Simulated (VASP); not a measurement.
Here is a VASP 6.6.1 calculation.

Contents of INCAR:

```
ALGO = Normal
EDIFF = 1E-7
ENCUT = 520
GGA = PE
ISIF = 2
ISMEAR = 0
LASPH = T
LCHARG = F
LREAL = F
LWAVE = F
NBANDS = 26
NELM = 60
PREC = Accurate
SIGMA = 0.05
```

Contents of KPOINTS:

```
k-points
0
Gamma
  8 8 6
```

The input POSCAR:

```
AgCl
1.0
    3.5300000000      0.0000000000      0.0000000000
    0.0000000000      4.0110000000      0.0000000000
   -0.9725508841      0.0000000000      5.1520087129
Ag Cl
2 2
Direct
    0.1631080578      0.2549042135      0.2185435172
    0.8430000000      0.7500000000      0.7900000000
    0.3080000000      0.2500000000      0.7050000000
    0.6920000000      0.7500000000      0.2950000000
```

Potentials or basis: VASP PAW PBE potentials, release 64 (Ag, Cl).

Run with:

```sh
$ cat potpaw_PBE.64/Ag/POTCAR potpaw_PBE.64/Cl/POTCAR > POTCAR
$ mpirun -np 1 vasp_std > vasp.out
```

(1) Predict the largest force.

(2) Estimate the pressure.

(3) What does it give for the band gap on the k mesh?

Results:

(1) 1.057 eV/Å.

(2) 10.5 GPa.

(3) 0.74 eV (least direct gap 2.44 eV).

Caveat: the cell stands under pressure; semilocal functionals underestimate gaps, and a narrow one can read as zero; forces of over 1 eV/Å act on the atoms, so gaps and moduli don't describe the material at rest.
